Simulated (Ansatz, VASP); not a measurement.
# Se: VASP beside Ansatz

The input INCAR:

```
ALGO = Normal
EDIFF = 1E-8
ENCUT = 520
GGA = PS
ISIF = 2
ISMEAR = -1
LASPH = T
LCHARG = F
LEFG = T
LREAL = F
LWAVE = F
NBANDS = 16
NELM = 60
PREC = Accurate
SIGMA = 0.03
```

File KPOINTS:

```
k-points
0
Gamma
  6 6 5
```

File POSCAR:

```
Se
1.0
    4.2352139504      0.0000000000      0.0000000000
   -2.1176069753      3.6678028716      0.0000000000
    0.0000000000      0.0000000000      4.9536000000
Se
3
Direct
    0.2254000000      0.0000000000      0.3333333333
    0.0000000000      0.2254000000      0.6666666667
    0.7746000000      0.7746000000      0.0000000000
```

Input for Ansatz:

```yaml
crystal:
  lattice:
    - [4.2352139504, 0.0, 0.0]
    - [-2.1176069753, 3.6678028716, 0.0]
    - [0.0, 0.0, 4.9536]
  atoms:
    - { symbol: Se, position: [0.2254, 0.0, 0.3333333333] }
    - { symbol: Se, position: [0.0, 0.2254, 0.6666666667] }
    - { symbol: Se, position: [0.7746, 0.7746, 0.0] }
kpoints:
  mp_grid: { grid: [6, 6, 5] }
scf:
  occupations: { method: fermi_dirac, width: 0.03 }
hamiltonian:
  xc: pbesol
  pseudopotentials: { kind: all_electron, datasets: crystal }
output:
  forces: true
  stress: true
  eigenvalues: true
  efg: { contact_densities: true }
```

Change from the starting cell: equal xx and yy strain of -3 %, crystal datasets.

Alike in both runs: task electric field gradients; functional PBEsol; k mesh 6 × 6 × 5; occupations fermi-dirac, width 0.03 eV; no spin polarisation.

|  | VASP | Ansatz |
| --- | --- | --- |
| version | VASP 6.6.1 | Ansatz 0.2.0 |
| potentials or method | VASP PAW PBE potentials, release 64 (Se), cutoff 520 eV | all-electron PAW with datasets made for the crystal, scalar-relativistic |

```csv
,VASP,Ansatz,Ansatz less VASP
gap on the k mesh at the Fermi level (eV),1.25,1.26,+0.009
pressure (GPa),3.6,3.3,-0.26
"traceless stress, the component that is largest in VASP (GPa)",1.81,1.70,-0.112
rms of the force components (eV/Å),0.548,0.513,-0.0350
size of Vzz on the site where it differs most (V/Å²),468.5,491.3,+22.82
```

VASP's potentials were made for PBE, not for PBEsol. Atom by atom the forces differ by 0.035 eV/Å (rms over components). Ansatz ran all-electron here, and VASP with PAW potentials.
